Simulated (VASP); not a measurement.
Set up this calculation in VASP 6.6.1, as the native input.

```yaml
Task: relaxation of volume and atoms at fixed shape
Functional: r2SCAN
Potentials_or_basis: VASP PAW PBE potentials, release 64 (Sn_d)
Cutoff: 550 eV
k_mesh: 6 × 6 × 6
Occupations: gaussian, width 0.05 eV
Spin: no spin polarisation
Dipole_correction: no
Further_INCAR_settings: ALGO = Normal; EDIFF = 1e-07; IBRION = 2; EDIFFG = -0.02; NSW = 80; ISIF = 8
```

The system is Sn.

```
CELL_PARAMETERS angstrom
0.00000 3.23334 3.23334
3.23334 0.00000 3.23334
3.23334 3.23334 0.00000
ATOMIC_POSITIONS crystal
Sn 0.50000 0.50000 0.50000
Sn 0.75000 0.75000 0.75000
```

This isn't the form of Sn at room conditions, which is tetragonal (white tin).

These files were run (other wordings do the same):

POSCAR

```
Sn
1.0
    0.0000000000      3.2333430000      3.2333430000
    3.2333430000      0.0000000000      3.2333430000
    3.2333430000      3.2333430000      0.0000000000
Sn
2
Direct
    0.5000000000      0.5000000000      0.5000000000
    0.7500000000      0.7500000000      0.7500000000
```

INCAR.step1

```
PREC     = Accurate       # precision mode
ENCUT    = 550            # plane-wave cutoff, eV
ISMEAR   = 0              # smearing method
SIGMA    = 0.05           # smearing width, eV
LREAL    = F              # projectors in reciprocal space
LASPH    = T              # aspherical terms in the spheres
NELM     = 120            # most SCF steps
GGA      = PE             # functional
ALGO     = Normal         # electronic algorithm
EDIFF    = 1E-5           # SCF threshold, eV
LWAVE    = T              # write WAVECAR
LCHARG   = F              # write CHGCAR
GGA_COMPAT= F            
IBRION   = 2              # ionic algorithm
ISIF     = 3              # what is computed and relaxed
EDIFFG   = -0.005         # ionic threshold
NELMIN   = 4            
NSW      = 100            # ionic steps
```

INCAR.step2

```
PREC     = Accurate       # precision mode
ENCUT    = 550            # plane-wave cutoff, eV
EDIFF    = 1E-7           # SCF threshold, eV
ISMEAR   = 0              # smearing method
SIGMA    = 0.05           # smearing width, eV
LREAL    = F              # projectors in reciprocal space
LASPH    = T              # aspherical terms in the spheres
NELM     = 120            # most SCF steps
ALGO     = Normal         # electronic algorithm
ISIF     = 8              # what is computed and relaxed
LWAVE    = F              # write WAVECAR
LCHARG   = F              # write CHGCAR
METAGGA  = R2SCAN         # meta-GGA
LMIXTAU  = T            
IBRION   = 2              # ionic algorithm
NSW      = 80             # ionic steps
EDIFFG   = -0.02          # ionic threshold
ISTART   = 1            
GGA_COMPAT= F            
NELMIN   = 4
```

KPOINTS

```
Automatic mesh
0
Gamma
  6 6 6
```

Potentials or basis: VASP PAW PBE potentials, release 64 (Sn_d).

Launch:

```console
$ cat potpaw_PBE.64/Sn_d/POTCAR > POTCAR
$ cp INCAR.step1 INCAR
$ mpirun -np 1 vasp_std > vasp.out
$ cp INCAR.step2 INCAR
$ mpirun -np 1 vasp_std > vasp.out
```

It gave:

```json
{
 "Relaxed volume": "35.40 Å³/atom",
 "Relaxed cell": "a = 4.644 Å, b = 4.644 Å, c = 4.644 Å, α = 60.00°, β = 60.00°, γ = 60.00°",
 "Space group after relaxing (to 0.1 Å)": "Fd-3m (No. 227)",
 "Energy gained by relaxing": "10.6 meV/atom",
 "Ionic steps": "3",
 "Pressure after relaxing": "0.0 GPa",
 "Band gap on the k mesh": "zero (filled and empty bands touch)"
}
```

Caveat: the PAW data sets were made with another functional, which shifts forces and pressure a little; spin-orbit coupling is left out, which moves the levels of the heavy elements.

Wall time 5.7 min on 1 thread of AMD EPYC 7R13 Processor (Zen 3), on a shared host, peak memory 0.2 GiB.
